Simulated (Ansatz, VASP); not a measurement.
**Ag in VASP and in Ansatz**

File INCAR:

```
SYSTEM = Ag
PREC     = Accurate       ! precision mode
ENCUT    = 500            ! plane-wave cutoff, eV
EDIFF    = 1E-6           ! SCF threshold, eV
ISMEAR   = 0              ! smearing method
SIGMA    = 0.1            ! smearing width, eV
LREAL    = .False.        ! projectors in reciprocal space
LASPH    = .True.         ! aspherical terms in the spheres
NELM     = 120            ! most SCF steps
ALGO     = Normal         ! electronic algorithm
ISIF     = 2              ! what is computed and relaxed
LWAVE    = .False.        ! write WAVECAR
LCHARG   = .True.         ! write CHGCAR
GGA      = PE             ! functional
LELF     = .True.         ! ELF
LVHAR    = .True.       
NBANDS   = 18             ! bands
GGA_COMPAT= .False.
```

File KPOINTS:

```
Automatic mesh
0
Gamma
  6 6 4
  0 0 0
```

File POSCAR:

```
Ag
1.0
    2.9222991408      0.0000000000      0.0000000000
   -1.4611495704      2.5307852934      0.0000000000
    0.0000000000      0.0000000000      4.7016618100
Ag
2
Direct
    1.3093333333      0.8806666667      0.6680000000
    1.6426666667      0.5473333333      1.1680000000
```

Input for Ansatz:

```yaml
crystal:
  lattice:
    - [2.9222991408, 0.0, 0.0]
    - [-1.4611495704, 2.5307852934, 0.0]
    - [0.0, 0.0, 4.70166181]
  atoms:
    - { symbol: Ag, position: [1.3093333333, 0.8806666667, 0.668] }
    - { symbol: Ag, position: [1.6426666667, 0.5473333333, 1.168] }
basis:
  ecutwfc: 420
kpoints:
  mp_grid: { grid: [6, 6, 4] }
hamiltonian:
  xc: pbe
scf:
  occupations: { method: gaussian, width: 0.1 }
  lower_state_search: "off"
output:
  forces: true
  stress: true
  eigenvalues: true
```

Alike in both runs: task single point; functional PBE; k mesh 6 × 6 × 4; occupations gaussian, width 0.1 eV; no spin polarisation.

```csv
,VASP,Ansatz
version,VASP 6.6.1,Ansatz 0.2.0
potentials or method,"VASP PAW PBE potentials, release 64 (Ag), cutoff 500 eV","scalar-relativistic, plane waves, PAW"
valence electrons in the cell,22,38
```

Ansatz gave:

```
gap on the k mesh at the Fermi level (eV)                     : none
pressure (GPa)                                                : 3.5
traceless stress, the component that is largest in VASP (GPa) : -0.56
```

**Question.** What did VASP give for the same quantities?

**Answer.** gap on the k mesh at the Fermi level (eV): none; pressure (GPa): 3.4; traceless stress, the component that is largest in VASP (GPa): -0.60.

A gap of «none» marks a metal or a gap that the smearing closes. With one functional, cell and mesh, what is left measures potentials, basis and numerics. VASP's potentials hold 22 valence electrons a cell and Ansatz's 38, so a difference there can come from the potentials and not from the codes.

The k mesh is coarse, so the values compare programs but aren't converged.
